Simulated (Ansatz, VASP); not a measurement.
**One calculation of Re, two programs**

```xyz
1
Lattice="0.0000 1.9750 1.9552 1.9750 0.0000 1.9552 1.9750 1.9750 0.0000" Properties=species:S:1:pos:R:3 pbc="T T T"
Re    0.0000    0.0000    0.0000
```

Change from the starting cell: zz strain of -1 %.

Alike in both runs: task single point; functional PBE; k mesh 14 × 14 × 14; occupations fermi-dirac, width 0.03 eV; no spin polarisation.

|  | VASP | Ansatz |
| --- | --- | --- |
| version | VASP 6.6.1 | Ansatz 0.2.0 |
| potentials or method | VASP PAW PBE potentials, release 64 (Re), cutoff 520 eV | all-electron LAPW, scalar-relativistic |

```csv
,VASP,Ansatz,Ansatz less VASP
pressure (GPa),-6.5,-5.8,+0.77
"traceless stress, the component that is largest in VASP (GPa)",1.07,1.11,+0.041
```

Ansatz ran all-electron here, and VASP with PAW potentials.

Neither program's run includes spin-orbit coupling.
